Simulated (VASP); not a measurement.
Write the native input for VASP 6.6.1 that does the following.

- Task: relaxation of cell and atoms
- Functional: PBE
- Potentials or basis: VASP PAW PBE potentials, release 64 (Cu, P)
- Cutoff: 600 eV
- k mesh: 8 × 8 × 8
- Occupations: gaussian, width 0.1 eV
- Spin: no spin polarisation
- Dipole correction: no
- Further INCAR settings: ALGO = Normal; EDIFF = 1e-06; IBRION = 2; EDIFFG = -0.01; NSW = 100; ISIF = 3

The structure of Cu3P2 lies in POSCAR:

```
Cu3P2
1.0
    4.3657716873      0.0000000000      0.0000000000
    0.0000000000      4.3657716873      0.0000000000
    0.0000000000      0.0000000000      4.3657716873
Cu P
3 2
Direct
    0.0000000000      0.5000000000      0.5000000000
    0.5000000000      0.0000000000      0.5000000000
    0.5000000000      0.5000000000      0.0000000000
    0.5000000000      0.5000000000      0.5000000000
    0.0000000000      0.0000000000      0.0000000000
```

The cell was built from a structure type or drawn by symmetry, and may not be a known phase.

One way to write it, as run:

INCAR

```
SYSTEM = Cu3P2
PREC = Accurate
ENCUT = 600
EDIFF = 1E-6
ISMEAR = 0
SIGMA = 0.1
LREAL = .False.
LASPH = .True.
NELM = 80
ALGO = Normal
ISIF = 3
LWAVE = .False.
LCHARG = .False.
GGA = PE
IBRION = 2
NSW = 100
EDIFFG = -0.01
```

KPOINTS

```
Automatic mesh
0
Gamma
  8 8 8
  0 0 0
```

Potentials or basis: VASP PAW PBE potentials, release 64 (Cu, P).

Command:

```bash
$ cat potpaw_PBE.64/Cu/POTCAR potpaw_PBE.64/P/POTCAR > POTCAR
$ mpirun -np 1 vasp_std > vasp.out
```

It gave:

- Relaxed volume: 16.58 Å³/atom
- Relaxed cell: a = 4.360 Å, b = 4.360 Å, c = 4.360 Å, α = 90.00°, β = 90.00°, γ = 90.00°
- Space group after relaxing (to 0.1 Å): Pm-3m (No. 221)
- Energy gained by relaxing: 0.1 meV/atom
- Ionic steps: 2
- Pressure after relaxing: 0.1 GPa
- Band gap on the k mesh: zero (an odd number of electrons rules out a gap without spin polarisation)

It took 3.9 min on 1 thread of Intel Xeon 8259CL, with other jobs on the host, peak memory 0.25 GiB.
